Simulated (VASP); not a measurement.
Runs of VASP 6.6.1 on Ta. The structure is cubic, space group Im-3m (No. 229). The conventional cell has a = 3.303 Å, b = 3.303 Å, c = 3.303 Å, α = 90.00°, β = 90.00°, γ = 90.00°. Ta (site symmetry m-3m) has 14 Ta at 2.86 to 3.30 Å within 3.8 Å. 

```tsv
level	potentials or basis	gap on the mesh (eV)	pressure (GPa)
BLYP	VASP PAW PBE potentials, release 64 (Ta_pv)	none	11.5
LDA	VASP PAW LDA potentials, release 64 (Ta_pv)	none	-7.0
RPBE	VASP PAW PBE potentials, release 64 (Ta_pv)	none	7.8
PBE	VASP PAW PBE potentials, release 64 (Ta_pv)	none	(a)
```

Alike in all rows: task single point; no spin polarisation; cell as given; k mesh 10 × 10 × 10; cutoff (eV) 500; smearing fermi-dirac 0.1 eV.

Problem. Estimate the missing entries.

Solution. (a) 4.4.

Caveats: spin-orbit coupling is left out, which moves the levels of the heavy elements; the PAW data sets were made with another functional, which shifts forces and pressure a little (some runs).

A k mesh can miss the band edges, and the runs leave out spin-orbit coupling on Ta.

A gap of «none» marks levels without a gap at the run's occupations.
